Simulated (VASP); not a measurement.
# ZnO (Pmmn) in VASP: single point with r2SCAN

Aim: the single point of ZnO with r2SCAN.

All numbers are computed with VASP 6.6.1; they aren't measurements. Logs are shortened: lines on timing, memory, paths and dates and some standing lists are left out, and cuts for length are marked.

**1. The cell of the first run**

The structure is orthorhombic, space group Pmmn (No. 59). Conventional cell: a = 3.350 Å, b = 10.152 Å, c = 4.752 Å, α = 90.00°, β = 90.00°, γ = 90.00°. Zn (site symmetry m) has 4 O at 1.97 to 2.03 Å within 2.6 Å. Within 2.6 Å of Zn (site symmetry mm2) lie 4 O at 1.98 to 2.02 Å. Within 2.6 Å of O (site symmetry mm2) lie 4 Zn at 1.97 to 2.02 Å. Within 2.6 Å of O (site symmetry m) lie 4 Zn at 1.98 to 2.03 Å.

**2. Single point, r2SCAN**

POSCAR reads:

```
ZnO
1.0
    3.3499668561      0.0000000000      0.0000000000
    0.0000000000     10.1516804235      0.0000000000
    0.0000000000      0.0000000000      4.7518166190
Zn O
6 6
Direct
    0.5000000000      0.8514676432      0.1074885453
    0.5000000000      0.1485323568      0.1074885453
    0.0000000000      0.0000000000      0.6113085487
    0.5000000000      0.5000000000      0.3886914513
    0.0000000000      0.3514676432      0.8925114547
    0.0000000000      0.6485323568      0.8925114547
    0.5000000000      0.0000000000      0.3743338108
    0.0000000000      0.8480421190      0.8719629746
    0.0000000000      0.1519578810      0.8719629746
    0.5000000000      0.3480421190      0.1280370254
    0.5000000000      0.6519578810      0.1280370254
    0.0000000000      0.5000000000      0.6256661892
```

INCAR.step1 reads:

```
  PREC = Accurate
  ENCUT = 520
  ISMEAR = 0
  SIGMA = 0.02
  LREAL = False
  LASPH = True
  NELM = 100
  NBANDS = 66
  GGA = PE
  ALGO = Normal
  EDIFF = 1E-4
  LWAVE = True
  LCHARG = False
  KPAR = 4
```

INCAR.step2 reads:

```
  PREC = Accurate
  ENCUT = 520
  EDIFF = 1E-6
  ISMEAR = 0
  SIGMA = 0.02
  LREAL = False
  LASPH = True
  NELM = 100
  ALGO = Normal
  ISIF = 2
  LWAVE = False
  LCHARG = True
  METAGGA = R2SCAN
  LMIXTAU = True
  LVHAR = True
  NBANDS = 66
  ISTART = 1
  KPAR = 4
```

KPOINTS reads:

```
regular mesh
0
Gamma
  8 4 6
```

Potentials or basis: VASP PAW PBE potentials, release 64 (Zn, O).

On the command line:

```
$ cat potpaw_PBE.64/Zn/POTCAR potpaw_PBE.64/O/POTCAR > POTCAR
$ cp INCAR.step1 INCAR
$ mpirun -np 4 vasp_std > vasp.out
$ cp INCAR.step2 INCAR
$ mpirun -np 4 vasp_std > vasp.out
```

OUTCAR:

```text
PREC = Accurate
   ENCUT = 520
   EDIFF = 1E-6
   ISMEAR = 0
   LREAL = False
   LASPH = True
   NELM = 100
   ISIF = 2
   METAGGA = R2SCAN
   ISTART = 1

 ion  position               nearest neighbor table
   1  0.500  0.851  0.107-   7 1.97   8 2.01   8 2.01  11 2.03   6 2.84   6 2.84   2 3.02
   2  0.500  0.149  0.107-   7 1.97   9 2.01   9 2.01  10 2.03   5 2.84   5 2.84   1 3.02
   3  0.000  0.000  0.611-   8 1.98   9 1.98   7 2.02   7 2.02
   4  0.500  0.500  0.389-  10 1.98  11 1.98  12 2.02  12 2.02
   5  0.000  0.351  0.893-  12 1.97  10 2.01  10 2.01   9 2.03   2 2.84   2 2.84   6 3.02
   6  0.000  0.649  0.893-  12 1.97  11 2.01  11 2.01   8 2.03   1 2.84   1 2.84   5 3.02
   7  0.500  0.000  0.374-   1 1.97   2 1.97   3 2.02   3 2.02
   8  0.000  0.848  0.872-   3 1.98   1 2.01   1 2.01   6 2.03
   9  0.000  0.152  0.872-   3 1.98   2 2.01   2 2.01   5 2.03
  10  0.500  0.348  0.128-   4 1.98   5 2.01   5 2.01   2 2.03
  11  0.500  0.652  0.128-   4 1.98   6 2.01   6 2.01   1 2.03
  12  0.000  0.500  0.626-   5 1.97   6 1.97   4 2.02   4 2.02

  LATTYP: Found a simple orthorhombic cell.
 ALAT       =     3.3499668561
 B/A-ratio  =     1.4184667560
 C/A-ratio  =     3.0303823469

  Lattice vectors:

 A1 = (  -3.3499668561,   0.0000000000,   0.0000000000)
 A2 = (   0.0000000000,   0.0000000000,   4.7518166190)
 A3 = (   0.0000000000,  10.1516804235,   0.0000000000)

Analysis of symmetry for initial positions (statically):
=====================================================================
 Subroutine PRICEL returns:
 Original cell was already a primitive cell.

 Routine SETGRP: Setting up the symmetry group for a
 simple orthorhombic supercell.

 Subroutine GETGRP returns: Found  8 space group operations
 (whereof  4 operations were pure point group operations)
 out of a pool of  8 trial point group operations.

The static configuration has the point symmetry C_2v.
 The point group associated with its full space group is D_2h.

Analysis of symmetry for dynamics (positions and initial velocities):
=====================================================================
 Subroutine PRICEL returns:
 Original cell was already a primitive cell.

 Routine SETGRP: Setting up the symmetry group for a
 simple orthorhombic supercell.

 Subroutine GETGRP returns: Found  8 space group operations
 (whereof  4 operations were pure point group operations)
 out of a pool of  8 trial point group operations.

The dynamic configuration has the point symmetry C_2v.
 The point group associated with its full space group is D_2h.
[... 132 lines left out ...]
   EMIN   =  10.00;   EMAX   =-10.00  energy-range for DOS
   EFERMI =   0.00;   METHOD = LEGACY
   ISMEAR =     0;   SIGMA  =   0.02  broadening in eV -4-tet -1-fermi 0-gaus
   EFERMI_NEDOS =   21; number of points for ismear=-14 and -15
   IALGO  =     38    algorithm
   IMIX   =      4    mixing-type and parameters
     AMIX     =   0.40;   BMIX     =  1.00
     AMIX_MAG =   1.60;   BMIX_MAG =  1.00
  volume/ion in A,a.u.               =      13.47        90.88
  Fermi-wavevector in a.u.,A,eV,Ry     =   1.431320  2.704802 27.873938  2.048677
  Thomas-Fermi vector in A             =   2.551069
   LORBIT       =      0    0 simple, 1 ext, 2 COOP (PROOUT), +10 PAW based schemes
   METAGGA = R2SCAN    functional components
   LHFCALC =     F    Hartree Fock is set to
   AEXX    =    0.0000 exact exchange contribution
   IVDW    =     0    specifies the selected vdW correction
   LEPSILON=     F    determine dielectric tensor
   LRPA    =     F    only Hartree local field effects (RPA)
 non-spin polarized calculation
 Gauss-broadening in eV      SIGMA  =   0.02
  energy-cutoff  :      520.00
  volume of cell :      161.60
 maximum number of plane-waves:      4376
 NGX is ok and might be reduce to    28
   NGX = 13   NGY = 37   NGZ = 17

 number of electron     107.9999988 magnetization

 Free energy of the ion-electron system (eV)
  ---------------------------------------------------
  ext. energy  EPLUGINS =         0.00000000
  ---------------------------------------------------
  free energy    TOTEN  =      -107.54452410 eV

  energy without entropy =     -107.54452410  energy(sigma->0) =     -107.54452410

 E-fermi :  -0.0245     XC(G=0): -10.8122

 val. band max:       -0.1048925299   @ k =   0.0000   0.0000   0.0000
 cond. band min:       1.1329065811   @ k =   0.0000   0.0000   0.0000
 fundamental gap:      1.2377991110
 Fermi energy:        -0.0244757242

 k-point     1 :       0.0000    0.0000    0.0000
  band No.  band energies     occupation
      1     -18.8048      2.00000
      2     -18.6346      2.00000
      3     -18.2543      2.00000
      4     -18.1521      2.00000
      5     -17.7940      2.00000
      6     -17.7000      2.00000
[... 1645 lines left out ...]
     65       9.4133      0.00000
     66       9.6936      0.00000

 [... further k-points ...]

------------------------ aborting loop because EDIFF is reached ----------------------------------------

  FORCE on cell =-STRESS in cart. coord.  units (eV):
  Direction    XX          YY          ZZ          XY          YZ          ZX
  --------------------------------------------------------------------------------------
  -------------------------------------------------------------------------------------
  Total       -4.6537267     -4.4908142     -4.2613727      0.0000000      0.0000000      0.0000000
  in kB      -46.1395478    -44.5243462    -42.2495397      0.0000000      0.0000000      0.0000000
  external PRESSURE =     -44.3044779 kB  Pullay stress =       0.0000000 kB

 VOLUME and BASIS-vectors are now :
 -----------------------------------------------------------------------------
  energy-cutoff  :      520.00
  volume of cell :      161.60
      direct lattice vectors                 reciprocal lattice vectors
     3.349966856  0.000000000  0.000000000     0.298510416  0.000000000  0.000000000
     0.000000000 10.151680424  0.000000000     0.000000000  0.098505859  0.000000000
     0.000000000  0.000000000  4.751816619     0.000000000  0.000000000  0.210445832

 POSITION                                       TOTAL-FORCE (eV/Angst)
 -----------------------------------------------------------------------------------
      1.67498      8.64383      0.51077         0.000000     -0.019649     -0.085631
      1.67498      1.50785      0.51077         0.000000      0.019649     -0.085631
      0.00000      0.00000      2.90483         0.000000     -0.000000      0.042375
      1.67498      5.07584      1.84699         0.000000     -0.000000     -0.042375
      0.00000      3.56799      4.24105        -0.000000     -0.019649      0.085631
      0.00000      6.58369      4.24105        -0.000000      0.019649      0.085631
      1.67498      0.00000      1.77877         0.000000     -0.000000     -0.055718
      0.00000      8.60905      4.14341         0.000000      0.007972      0.063483
      0.00000      1.54263      4.14341         0.000000     -0.007972      0.063483
      1.67498      3.53321      0.60841         0.000000      0.007972     -0.063483
      1.67498      6.61847      0.60841        -0.000000     -0.007972     -0.063483
      0.00000      5.07584      2.97305         0.000000     -0.000000      0.055718
 -----------------------------------------------------------------------------------
    total drift:                                0.000000     -0.000000      0.000000

  FREE ENERGIE OF THE ION-ELECTRON SYSTEM (eV)
  ---------------------------------------------------
  free  energy   TOTEN  =      -107.5445240975 eV

  energy  without entropy=     -107.5445240975  energy(sigma->0) =     -107.54452410
```

OUTCAR.step1:

```text
PREC = Accurate
   ENCUT = 520
   ISMEAR = 0
   LREAL = False
   LASPH = True
[... 1920 lines left out ...]
      0.00000      1.54263      4.14341         0.000000     -0.004876     -0.026818
      1.67498      3.53321      0.60841         0.000000      0.004876      0.026818
      1.67498      6.61847      0.60841         0.000000     -0.004876      0.026818
      0.00000      5.07584      2.97305         0.000000      0.000000     -0.032043
 -----------------------------------------------------------------------------------
    total drift:                                0.000000      0.000000      0.000000

  FREE ENERGIE OF THE ION-ELECTRON SYSTEM (eV)
  ---------------------------------------------------
  free  energy   TOTEN  =       -52.4979857770 eV

  energy  without entropy=      -52.4979857770  energy(sigma->0) =      -52.49798578
```

It took 6.6 min on 4 MPI ranks of Intel Xeon Platinum 8488C (Sapphire Rapids), shared host; peak memory 0.6 GiB.

Results:

| Quantity | Value |
| --- | --- |
| Free energy | -107.5445 eV |
| Pressure | -4.4 GPa |
| Largest force | 0.088 eV/Å |
| Band gap on the k mesh | 1.24 eV |

Forces on the atoms (eV/Å):
```
Zn   0.000 -0.020 -0.086
Zn   0.000  0.020 -0.086
Zn   0.000  0.000  0.042
Zn   0.000  0.000 -0.042
Zn   0.000 -0.020  0.086
Zn   0.000  0.020  0.086
O    0.000  0.000 -0.056
O    0.000  0.008  0.063
O    0.000 -0.008  0.063
O    0.000  0.008 -0.063
O    0.000 -0.008 -0.063
O    0.000  0.000  0.056
```

Levels at points of the mesh, in eV from the valence-band top:
| k point | band 50 | band 51 | band 52 | band 53 | band 54 | band 55 | band 56 | band 57 | band 58 | band 59 |
| --- | --- | --- | --- | --- | --- | --- | --- | --- | --- | --- |
| (0.00, 0.00, 0.00) | -0.33 | -0.26 | -0.18 | -0.10 | 0.00 | 1.24 | 3.74 | 4.44 | 5.99 | 6.53 |
| (0.50, 0.00, 0.00) | -1.49 | -1.27 | -1.27 | -0.60 | -0.60 | 5.93 | 5.93 | 6.14 | 6.14 | 6.18 |
| (0.00, 0.50, 0.00) | -0.70 | -0.09 | -0.09 | -0.07 | -0.07 | 2.32 | 2.32 | 5.92 | 5.92 | 6.27 |
| (0.50, 0.50, 0.00) | -1.37 | -1.27 | -1.27 | -0.77 | -0.77 | 5.97 | 5.97 | 6.03 | 6.03 | 6.31 |
| (0.00, 0.00, 0.50) | -0.79 | -0.58 | -0.47 | -0.33 | -0.10 | 4.09 | 4.28 | 4.93 | 5.50 | 5.70 |
| (0.50, 0.00, 0.50) | -1.25 | -0.70 | -0.70 | -0.62 | -0.62 | 5.74 | 5.74 | 7.42 | 7.42 | 7.57 |
| (0.00, 0.50, 0.50) | -0.78 | -0.46 | -0.46 | -0.39 | -0.39 | 4.43 | 4.43 | 4.68 | 4.68 | 6.38 |
| (0.50, 0.50, 0.50) | -1.54 | -0.82 | -0.82 | -0.46 | -0.46 | 6.02 | 6.02 | 6.91 | 6.91 | 7.80 |

Caveat: the cell stands under tension; the PAW data sets were made with another functional, which shifts forces and pressure a little. A k mesh can miss the band edges.
